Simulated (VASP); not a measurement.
Input of a VASP 6.6.1 run:

File INCAR:

```
PREC = Accurate
ENCUT = 500
EDIFF = 1E-6
ISMEAR = 0
SIGMA = 0.01
LREAL = F
LASPH = T
NELM = 120
ALGO = Normal
ISIF = 2
LWAVE = F
LCHARG = T
GGA = PE
IVDW = 12
LELF = T
LVHAR = T
NBANDS = 16
GGA_COMPAT = F
```

Contents of KPOINTS:

```
regular mesh
0
Gamma
  7 7 7
```

File POSCAR:

```
InP
1.0
    0.0000000000      2.8553255837      2.8553255837
    2.8553255837      0.0000000000      2.8553255837
    2.8553255837      2.8553255837      0.0000000000
In P
1 1
Direct
    0.0000000000      0.0000000000      0.0000000000
    0.2500000000      0.2500000000      0.2500000000
```

Potentials or basis: VASP PAW PBE potentials, release 64 (In_d, P).

Run with:

```bash
$ cat potpaw_PBE.64/In_d/POTCAR potpaw_PBE.64/P/POTCAR > POTCAR
$ mpirun -np 1 vasp_std > vasp.out
```

**Question.** What does it give for the dispersion energy per atom?

**Answer.** -0.342 eV.

**Question.** What does it give for the band gap on the k mesh?

**Answer.** 1.13 eV, direct.

**Question.** Predict the pressure.

**Answer.** 7.6 GPa.

Caveat: three body term missing; spin-orbit coupling is left out, which moves the levels of the heavy elements. Expect the measured gap to be larger: semilocal functionals such as PBE lack the derivative discontinuity.
